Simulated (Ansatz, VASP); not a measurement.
## SnO2 in VASP and in Ansatz

```
Sn O
1.0
     4.96926    0.00000    0.00000
     0.00000    4.96927    0.00000
     0.00000    0.00000    3.42283
Sn O
2 4
Direct
  0.50000 0.50000 0.50000
  0.00000 0.00000 0.00000
  0.30937 0.30937 0.00000
  0.80937 0.19063 0.50000
  0.19063 0.80937 0.50000
  0.69063 0.69063 0.00000
```

Alike in both runs: functional PBE; k mesh 6 × 6 × 10; occupations gaussian, width 0.05 eV; no spin polarisation.

Ansatz relaxed the structure, and its values are those at the end. VASP's run is a single point on that final structure, the one shown.

|  | VASP | Ansatz |
| --- | --- | --- |
| version | VASP 6.6.1 | Ansatz 0.2.0 |
| potentials or method | VASP PAW PBE potentials, release 64 (Sn_d, O), cutoff 520 eV | scalar-relativistic, plane waves, PAW |
| valence electrons in the cell | 52 | 52 |

Ansatz gave:

| Quantity | Value |
| --- | --- |
| gap on the k mesh at the Fermi level (eV) | 0.06 |
| least direct gap on the mesh (eV) | 0.43 |
| pressure (GPa) | -15.6 |
| rms of the force components (eV/Å) | 0.001 |

Estimate VASP's values.

gap on the k mesh at the Fermi level (eV): 0.06; least direct gap on the mesh (eV): 0.42; pressure (GPa): -15.3; rms of the force components (eV/Å): 0.007.

Ansatz's warnings: stress scf threshold loose.
